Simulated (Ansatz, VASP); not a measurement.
## Mo in VASP and in Ansatz

INCAR

```
SYSTEM = Mo
PREC     = Accurate       ! precision mode
ENCUT    = 520            ! plane-wave cutoff, eV
EDIFF    = 1E-7           ! SCF threshold, eV
ISMEAR   = 0              ! smearing method
SIGMA    = 0.1            ! smearing width, eV
LREAL    = .FALSE.        ! projectors in reciprocal space
LASPH    = .TRUE.         ! aspherical terms in the spheres
NELM     = 80             ! most SCF steps
ALGO     = Normal         ! electronic algorithm
ISIF     = 2              ! what is computed and relaxed
LWAVE    = .FALSE.        ! write WAVECAR
LCHARG   = .FALSE.        ! write CHGCAR
GGA      = PS             ! functional
NBANDS   = 13             ! bands
```

File KPOINTS:

```
regular mesh
0
G
  18 18 18
  0 0 0
```

Contents of POSCAR:

```
Mo
1.0
   -1.5953311527      1.5953311527      1.5953311527
    1.5953311527     -1.5953311527      1.5953311527
    1.5953311527      1.5953311527     -1.5953311527
Mo
1
Direct
    0.0000000000      0.0000000000      0.0000000000
```

Input for Ansatz:

```yaml
crystal:
  lattice:
    - [-1.5953311527, 1.5953311527, 1.5953311527]
    - [1.5953311527, -1.5953311527, 1.5953311527]
    - [1.5953311527, 1.5953311527, -1.5953311527]
  atoms:
    - { symbol: Mo, position: [0.0, 0.0, 0.0] }
basis:
  ecutwfc: 420
kpoints:
  mp_grid: { grid: [18, 18, 18] }
hamiltonian:
  xc: pbesol
scf:
  occupations: { method: gaussian, width: 0.1 }
output:
  forces: true
  stress: true
  eigenvalues: true
```

Alike in both runs: task single point; functional PBEsol; k mesh 18 × 18 × 18; occupations gaussian, width 0.1 eV; no spin polarisation.

|  | VASP | Ansatz |
| --- | --- | --- |
| version | VASP 6.6.1 | Ansatz 0.2.0 |
| potentials or method | VASP PAW PBE potentials, release 64 (Mo_sv), cutoff 520 eV | scalar-relativistic, plane waves, PAW |
| valence electrons in the cell | 14 | 14 |

```csv
,VASP,Ansatz,Ansatz less VASP
gap on the k mesh at the Fermi level (eV),none,none,-
pressure (GPa),-14.0,-14.4,-0.42
```

VASP's potentials were made for PBE, not for PBEsol. A gap of «none» marks a metal or a gap that the smearing closes.
